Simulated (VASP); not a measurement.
# Ge (P6_3/mmc) in VASP: a series of runs

The runs below take Ge through single point, with PBEsol.

All numbers are computed with VASP 6.6.1; they aren't measurements. Logs are shortened: lines on timing, memory, paths and dates and some standing lists are left out, and cuts for length are marked.

### Step 1. The cell of the first run

Symmetry: P6_3/mmc, No. 194, hexagonal system. Conventional cell: a = 3.010 Å, b = 3.010 Å, c = 4.678 Å, α = 90.00°, β = 90.00°, γ = 120.00°. Within 3.8 Å of Ge (site symmetry -6m2) lie 12 Ge at 2.91 to 3.01 Å.

This isn't the form of Ge at room conditions, which is diamond.

### Step 2. Single point, PBEsol (18.35 Å³/atom)

The input, INCAR:

```
SYSTEM = Ge
PREC = Accurate
ENCUT = 520
EDIFF = 1E-6
ISMEAR = -1
SIGMA = 0.1
LREAL = .FALSE.
LASPH = .TRUE.
NELM = 80
ALGO = Normal
ISIF = 2
LWAVE = .FALSE.
LCHARG = .FALSE.
GGA = PS
NBANDS = 21
```

The input, KPOINTS:

```
regular mesh
0
G
  14 14 8
  0 0 0
```

The input, POSCAR:

```
Ge
1.0
    3.0100229632      0.0000000000      0.0000000000
   -1.5050114816      2.6067563521      0.0000000000
    0.0000000000      0.0000000000      4.6776527496
Ge
2
Direct
    0.3333333333      0.6666666667      0.2500000000
    0.6666666667      0.3333333333      0.7500000000
```

Potentials or basis: VASP PAW PBE potentials, release 64 (Ge_d).

Launch:

```
> cat potpaw_PBE.64/Ge_d/POTCAR > POTCAR
> mpirun -np 1 vasp_std > vasp.out
```

OUTCAR:

```text
SYSTEM = Ge
   PREC = Accurate
   ENCUT = 520
   EDIFF = 1E-6
   ISMEAR = -1
   LREAL = .FALSE.
   LASPH = .TRUE.
   NELM = 80
   ISIF = 2
   GGA = PS

 ion  position               nearest neighbor table
   1  0.333  0.667  0.250-   2 2.91   2 2.91   2 2.91   2 2.91   2 2.91   2 2.91
   2  0.667  0.333  0.750-   1 2.91   1 2.91   1 2.91   1 2.91   1 2.91   1 2.91

  LATTYP: Found a hexagonal cell.
 ALAT       =     3.0100229632
 C/A-ratio  =     1.5540256027

  Lattice vectors:

 A1 = (   3.0100229632,   0.0000000000,   0.0000000000)
 A2 = (  -1.5050114816,   2.6067563521,   0.0000000000)
 A3 = (   0.0000000000,   0.0000000000,   4.6776527496)

Analysis of symmetry for initial positions (statically):
=====================================================================
 Subroutine PRICEL returns:
 Original cell was already a primitive cell.

 Routine SETGRP: Setting up the symmetry group for a
 hexagonal supercell.

 Subroutine GETGRP returns: Found 24 space group operations
 (whereof 12 operations were pure point group operations)
 out of a pool of 24 trial point group operations.

The static configuration has the point symmetry D_3d.
 The point group associated with its full space group is D_6h.

Analysis of symmetry for dynamics (positions and initial velocities):
=====================================================================
 Subroutine PRICEL returns:
 Original cell was already a primitive cell.

 Routine SETGRP: Setting up the symmetry group for a
 hexagonal supercell.

 Subroutine GETGRP returns: Found 24 space group operations
 (whereof 12 operations were pure point group operations)
 out of a pool of 24 trial point group operations.

The dynamic configuration has the point symmetry D_3d.
 The point group associated with its full space group is D_6h.

 Subroutine INISYM returns: Found 24 space group operations
 (whereof 12 operations are pure point group operations),
 and found     1 'primitive' translations

----------------------------------------------------------------------------------------

                                     Primitive cell

  volume of cell :      36.7027

  direct lattice vectors                    reciprocal lattice vectors
     3.010022963  0.000000000  0.000000000     0.332223379  0.191809257  0.000000000
    -1.505011482  2.606756352  0.000000000     0.000000000  0.383618515  0.000000000
     0.000000000  0.000000000  4.677652750     0.000000000  0.000000000  0.213782436

  length of vectors
     3.010022963  3.010022963  4.677652750     0.383618515  0.383618515  0.213782436

  position of ions in fractional coordinates (direct lattice)
     0.333333333  0.666666667  0.250000000
     0.666666667  0.333333333  0.750000000

  ion indices of the primitive-cell ions
   primitive index   ion index
                 1           1
                 2           2

----------------------------------------------------------------------------------------

 KPOINTS: regular mesh

Automatic generation of k-mesh.
 Grid dimensions read from file:
 generate k-points for:   14   14    8

 Generating k-lattice:

  Cartesian coordinates                     Fractional coordinates (reciprocal lattice)
     0.023730241  0.013700661  0.000000000     0.071428571 -0.000000000  0.000000000
     0.000000000  0.027401322  0.000000000     0.000000000  0.071428571  0.000000000
     0.000000000  0.000000000  0.026722805     0.000000000  0.000000000  0.125000000

  Length of vectors
     0.027401322  0.027401322  0.026722805

  Shift w.r.t. Gamma in fractional coordinates (k-lattice)
     0.000000000  0.000000000  0.000000000

 Subroutine IBZKPT returns following result:
 ===========================================

 Found    120 irreducible k-points:

 Following reciprocal coordinates:
            Coordinates               Weight
  0.000000  0.000000  0.000000      1.000000
  0.071429 -0.000000  0.000000      6.000000
  0.142857 -0.000000  0.000000      6.000000
  0.214286  0.000000  0.000000      6.000000
  0.285714  0.000000  0.000000      6.000000
  0.357143  0.000000  0.000000      6.000000
[... 16 lines left out ...]
  0.285714  0.285714  0.000000      6.000000
  0.357143  0.285714  0.000000      6.000000
 [... further k-points ...]
   k-points           NKPTS =    120   k-points in BZ     NKDIM =    120   number of bands    NBANDS=     21
   number of dos      NEDOS =    301   number of ions     NIONS =      2
   total plane-waves  NPLWV =  20736
   dimension x,y,z NGX =    24 NGY =   24 NGZ =   36
   dimension x,y,z NGXF=    48 NGYF=   48 NGZF=   72
   ions per type =               2
   NGX,Y,Z   is equivalent  to a cutoff of  13.26, 13.26, 12.79 a.u.
   NGXF,Y,Z  is equivalent  to a cutoff of  26.51, 26.51, 25.59 a.u.
 SYSTEM =  Ge
   PREC   = accura    normal or accurate (medium, high low for compatibility)
   ISTART =      0    job   : 0-new  1-cont  2-samecut
   ICHARG =      2    charge: 1-file 2-atom 10-const
   ISPIN  =      1    spin polarized calculation?
   LNONCOLLINEAR =      F non collinear calculations
   LSORBIT =      F    spin-orbit coupling
   LASPH  =      T    aspherical Exc in radial PAW
   ENCUT  =  520.0 eV  38.22 Ry    6.18 a.u.   5.60  5.60  8.70*2*pi/ulx,y,z
   NELM   =     80;   NELMIN=  2; NELMDL= -5     # of ELM steps
   EDIFF  = 0.1E-05   stopping-criterion for ELM
   LREAL  =      F    real-space projection
   EDIFFG = 0.1E-04   stopping-criterion for IOM
   NSW    =      0    number of steps for IOM
   IBRION =     -1    ionic relax: 0-MD 1-quasi-New 2-CG
   NFREE  =      0    steps in history (QN), initial steepest desc. (CG)
   ISIF   =      2    stress and relaxation
   ISYM   =      2    0-nonsym 1-usesym 2-fastsym
   POTIM  = 0.5000    time-step for ionic-motion
   TEBEG  =    0.0;   TEEND  =   0.0 temperature during run
   PSTRESS=    0.0 pullay stress
   NELECT =      28.0000    total number of electrons
   NUPDOWN=      -1.0000    fix difference up-down
   EMIN   =  10.00;   EMAX   =-10.00  energy-range for DOS
   EFERMI =   0.00;   METHOD = LEGACY
   ISMEAR =    -1;   SIGMA  =   0.10  broadening in eV -4-tet -1-fermi 0-gaus
   EFERMI_NEDOS =   21; number of points for ismear=-14 and -15
   IALGO  =     38    algorithm
   IMIX   =      4    mixing-type and parameters
     AMIX     =   0.40;   BMIX     =  1.00
     AMIX_MAG =   1.60;   BMIX_MAG =  1.00
  volume/ion in A,a.u.               =      18.35       123.84
  Fermi-wavevector in a.u.,A,eV,Ry     =   1.495873  2.826790 30.444892  2.237636
  Thomas-Fermi vector in A             =   2.607962
   LORBIT       =      0    0 simple, 1 ext, 2 COOP (PROOUT), +10 PAW based schemes
   GGA     = PS    functional components
   LHFCALC =     F    Hartree Fock is set to
   AEXX    =    0.0000 exact exchange contribution
   IVDW    =     0    specifies the selected vdW correction
   LEPSILON=     F    determine dielectric tensor
   LRPA    =     F    only Hartree local field effects (RPA)
 non-spin polarized calculation
  energy-cutoff  :      520.00
  volume of cell :       36.70
 maximum number of plane-waves:      1019
 NGX is ok and might be reduce to    24
   NGX = 11   NGY = 11   NGZ = 17

 number of electron      28.0000025 magnetization

 Free energy of the ion-electron system (eV)
  ---------------------------------------------------
  ext. energy  EPLUGINS =         0.00000000
  ---------------------------------------------------
  free energy    TOTEN  =        -9.31131206 eV

  energy without entropy =       -9.27896582  energy(sigma->0) =       -9.29513894

 E-fermi :   6.9677     XC(G=0): -11.5770

 val. band max:        6.9561384527   @ k =   0.0714   0.0714   0.3750
 cond. band min:       6.9902381707   @ k =   0.3571   0.2857   0.0000
 fundamental gap:      0.0340997181
 Fermi energy:         6.9677041076

 k-point     1 :       0.0000    0.0000    0.0000
  band No.  band energies     occupation
      1     -17.7087      2.00000
      2     -17.6985      2.00000
      3     -17.6985      2.00000
      4     -17.6913      2.00000
      5     -17.6890      2.00000
      6     -17.6890      2.00000
[... 13 lines left out ...]
     20      19.5719      0.00000
     21      20.9735      0.00000

 k-point     2 :       0.0714   -0.0000    0.0000
  band No.  band energies     occupation
      1     -17.7099      2.00000
      2     -17.7023      2.00000
      3     -17.6944      2.00000
      4     -17.6869      2.00000
      5     -17.6850      2.00000
      6     -17.6848      2.00000
[... 13 lines left out ...]
     20      19.2841      0.00000
     21      20.9130      0.00000

 k-point     3 :       0.1429   -0.0000    0.0000
  band No.  band energies     occupation
      1     -17.7187      2.00000
      2     -17.7007      2.00000
      3     -17.6884      2.00000
      4     -17.6882      2.00000
      5     -17.6829      2.00000
      6     -17.6824      2.00000
[... 13 lines left out ...]
     20      20.5044      0.00000
     21      20.7688      0.00000

 k-point     4 :       0.2143    0.0000    0.0000
  band No.  band energies     occupation
      1     -17.7306      2.00000
      2     -17.6978      2.00000
      3     -17.6966      2.00000
      4     -17.6950      2.00000
      5     -17.6760      2.00000
      6     -17.6663      2.00000
[... 13 lines left out ...]
     20      19.7062      0.00000
     21      20.9072      0.00000

 k-point     5 :       0.2857    0.0000    0.0000
  band No.  band energies     occupation
      1     -17.7425      2.00000
      2     -17.7066      2.00000
      3     -17.7020      2.00000
      4     -17.6973      2.00000
      5     -17.6672      2.00000
      6     -17.6481      2.00000
[... 13 lines left out ...]
     20      18.9856      0.00000
     21      20.4587      0.00000

 k-point     6 :       0.3571    0.0000    0.0000
  band No.  band energies     occupation
      1     -17.7526      2.00000
      2     -17.7165      2.00000
      3     -17.7081      2.00000
      4     -17.6986      2.00000
      5     -17.6583      2.00000
      6     -17.6414      2.00000
[... 13 lines left out ...]
     20      18.4830      0.00000
     21      19.9681      0.00000

 k-point     7 :       0.4286    0.0000    0.0000
  band No.  band energies     occupation
      1     -17.7594      2.00000
      2     -17.7238      2.00000
      3     -17.7121      2.00000
      4     -17.7000      2.00000
      5     -17.6518      2.00000
      6     -17.6467      2.00000
[... 13 lines left out ...]
     20      18.1789      0.00000
     21      19.6650      0.00000
[... 291 lines left out ...]
      1     -17.7288      2.00000
      2     -17.7139      2.00000
      3     -17.7132      2.00000
      4     -17.6958      2.00000
      5     -17.6578      2.00000
      6     -17.6450      2.00000
[... 13 lines left out ...]
     20      19.2847      0.00000
     21      20.1193      0.00000

 k-point    21 :       0.2857    0.2143    0.0000
  band No.  band energies     occupation
      1     -17.7385      2.00000
      2     -17.7191      2.00000
      3     -17.6980      2.00000
      4     -17.6931      2.00000
      5     -17.6533      2.00000
      6     -17.6532      2.00000
[... 13 lines left out ...]
     20      19.2631      0.00000
     21      22.1541      0.00000

 k-point    22 :       0.3571    0.2143    0.0000
  band No.  band energies     occupation
      1     -17.7438      2.00000
      2     -17.7222      2.00000
      3     -17.6904      2.00000
      4     -17.6854      2.00000
      5     -17.6590      2.00000
      6     -17.6507      2.00000
[... 13 lines left out ...]
     20      19.0890      0.00000
     21      24.2752      0.00000

 k-point    23 :       0.2857    0.2857    0.0000
  band No.  band energies     occupation
      1     -17.7457      2.00000
      2     -17.7006      2.00000
      3     -17.6979      2.00000
      4     -17.6858      2.00000
      5     -17.6623      2.00000
      6     -17.6519      2.00000
[... 13 lines left out ...]
     20      21.5993      0.00000
     21      22.2318      0.00000

 k-point    24 :       0.3571    0.2857    0.0000
  band No.  band energies     occupation
      1     -17.7483      2.00000
      2     -17.7002      2.00000
      3     -17.6850      2.00000
      4     -17.6805      2.00000
      5     -17.6682      2.00000
      6     -17.6633      2.00000
[... 13 lines left out ...]
     20      21.8004      0.00000
     21      24.6450      0.00000

 [... further k-points ...]

------------------------ aborting loop because EDIFF is reached ----------------------------------------

  FORCE on cell =-STRESS in cart. coord.  units (eV):
  Direction    XX          YY          ZZ          XY          YZ          ZX
  --------------------------------------------------------------------------------------
  -------------------------------------------------------------------------------------
  Total       -0.1485766     -0.1485766      0.4526088      0.0000000      0.0000000      0.0000000
  in kB       -6.4857888     -6.4857888     19.7576537      0.0000000      0.0000000      0.0000000
  external PRESSURE =       2.2620254 kB  Pullay stress =       0.0000000 kB

 VOLUME and BASIS-vectors are now :
 -----------------------------------------------------------------------------
  energy-cutoff  :      520.00
  volume of cell :       36.70
      direct lattice vectors                 reciprocal lattice vectors
     3.010022963  0.000000000  0.000000000     0.332223379  0.191809257  0.000000000
    -1.505011482  2.606756352  0.000000000     0.000000000  0.383618515  0.000000000
     0.000000000  0.000000000  4.677652750     0.000000000  0.000000000  0.213782436

 POSITION                                       TOTAL-FORCE (eV/Angst)
 -----------------------------------------------------------------------------------
     -0.00000      1.73784      1.16941        -0.000000      0.000000      0.000000
      1.50501      0.86892      3.50824         0.000000     -0.000000      0.000000
 -----------------------------------------------------------------------------------
    total drift:                               -0.000000      0.000000      0.000000

  FREE ENERGIE OF THE ION-ELECTRON SYSTEM (eV)
  ---------------------------------------------------
  free  energy   TOTEN  =        -9.3113120589 eV

  energy  without entropy=       -9.2789658192  energy(sigma->0) =       -9.29513894
```

Wall time 98 s (1 thread of Intel Xeon 8259CL, shared host); peak memory 0.2 GiB.

Results:

```
Free energy            : -9.3113 eV
Pressure               : 0.2 GPa
Band gap on the k mesh : zero (bands 14 and 15 overlap by 9.40 eV)
```

Caveat: the PAW data sets were made with another functional, which shifts forces and pressure a little.

### Step 3. Single point, PBEsol (19.09 Å³/atom)

This run uses another cell than the first one, of 19.09 Å³/atom.

The input, INCAR:

```
SYSTEM = Ge
ALGO = Normal ; EDIFF = 1E-6
ENCUT = 520 ; GGA = PS
ISIF = 2 ; ISMEAR = -1
LASPH = .TRUE. ; LCHARG = .FALSE.
LREAL = .FALSE. ; LWAVE = .FALSE.
NBANDS = 21 ; NELM = 60
PREC = Accurate ; SIGMA = 0.1
```

The input, KPOINTS:

```
k-points
0
G
  14 14 8
  0 0 0
```

The input, POSCAR:

```
Ge
1.0
    3.0496330708      0.0000000000      0.0000000000
   -1.5248165354      2.6410597116      0.0000000000
    0.0000000000      0.0000000000      4.7392078711
Ge
2
Direct
    0.3333333333      0.6666666667      0.2500000000
    0.6666666667      0.3333333333      0.7500000000
```

Potentials or basis: VASP PAW PBE potentials, release 64 (Ge_d).

Launch:

```
> cat potpaw_PBE.64/Ge_d/POTCAR > POTCAR
> mpirun -np 1 vasp_std > vasp.out
```

OUTCAR:

```text
SYSTEM = Ge
   EDIFF = 1E-6
   ENCUT = 520
   GGA = PS
   ISIF = 2
   ISMEAR = -1
   LASPH = .TRUE.
   LREAL = .FALSE.
   NELM = 60
   PREC = Accurate

 ion  position               nearest neighbor table
   1  0.333  0.667  0.250-
   2  0.667  0.333  0.750-

  LATTYP: Found a hexagonal cell.
 ALAT       =     3.0496330708
 C/A-ratio  =     1.5540256028

  Lattice vectors:

 A1 = (   3.0496330708,   0.0000000000,   0.0000000000)
 A2 = (  -1.5248165354,   2.6410597116,   0.0000000000)
 A3 = (   0.0000000000,   0.0000000000,   4.7392078711)

Analysis of symmetry for initial positions (statically):
=====================================================================
 Subroutine PRICEL returns:
 Original cell was already a primitive cell.

 Routine SETGRP: Setting up the symmetry group for a
 hexagonal supercell.

 Subroutine GETGRP returns: Found 24 space group operations
 (whereof 12 operations were pure point group operations)
 out of a pool of 24 trial point group operations.

The static configuration has the point symmetry D_3d.
 The point group associated with its full space group is D_6h.
[... 158 lines left out ...]
  free energy    TOTEN  =        -9.30123007 eV

  energy without entropy =       -9.26804559  energy(sigma->0) =       -9.28463783

 E-fermi :   6.5358     XC(G=0): -11.3794

 val. band max:        6.5355167737   @ k =   0.2857   0.0714   0.2500
 cond. band min:       6.5524452292   @ k =   0.2143   0.1429   0.2500
 fundamental gap:      0.0169284555
 Fermi energy:         6.5358095829

 k-point     1 :       0.0000    0.0000    0.0000
  band No.  band energies     occupation
      1     -18.1181      2.00000
      2     -18.1123      2.00000
      3     -18.1123      2.00000
      4     -18.1043      2.00000
      5     -18.1041      2.00000
      6     -18.1041      2.00000
[... 565 lines left out ...]
     20      21.0234      0.00000
     21      23.7787      0.00000

 [... further k-points ...]

------------------------ aborting loop because EDIFF is reached ----------------------------------------

  FORCE on cell =-STRESS in cart. coord.  units (eV):
  Direction    XX          YY          ZZ          XY          YZ          ZX
  --------------------------------------------------------------------------------------
  -------------------------------------------------------------------------------------
  Total       -0.7871624     -0.7871624     -0.1748446      0.0000000      0.0000000      0.0000000
  in kB      -33.0402524    -33.0402524     -7.3389043      0.0000000      0.0000000      0.0000000
  external PRESSURE =     -24.4731363 kB  Pullay stress =       0.0000000 kB

 VOLUME and BASIS-vectors are now :
 -----------------------------------------------------------------------------
  energy-cutoff  :      520.00
  volume of cell :       38.17
      direct lattice vectors                 reciprocal lattice vectors
     3.049633071  0.000000000  0.000000000     0.327908301  0.189317946  0.000000000
    -1.524816535  2.641059712  0.000000000     0.000000000  0.378635892  0.000000000
     0.000000000  0.000000000  4.739207871     0.000000000  0.000000000  0.211005727

 POSITION                                       TOTAL-FORCE (eV/Angst)
 -----------------------------------------------------------------------------------
     -0.00000      1.76071      1.18480         0.000000      0.000000      0.000000
      1.52482      0.88035      3.55441        -0.000000      0.000000      0.000000
 -----------------------------------------------------------------------------------
    total drift:                               -0.000000      0.000000     -0.000000

  FREE ENERGIE OF THE ION-ELECTRON SYSTEM (eV)
  ---------------------------------------------------
  free  energy   TOTEN  =        -9.3012300662 eV

  energy  without entropy=       -9.2680455929  energy(sigma->0) =       -9.28463783
```

It took 1.9 min on 1 thread of Intel Xeon 8259CL, shared host; peak memory 0.2 GiB.

What came out:

```yaml
Free_energy: -9.3012 eV
Pressure: -2.4 GPa
Band_gap_on_the_k_mesh: zero (bands 14 and 15 overlap by 9.00 eV)
```

Caveat: the PAW data sets were made with another functional, which shifts forces and pressure a little.

(Part 1 of 2 ends here.)

The gap in the log of VASP goes by the Fermi energy; the results here count the filled bands.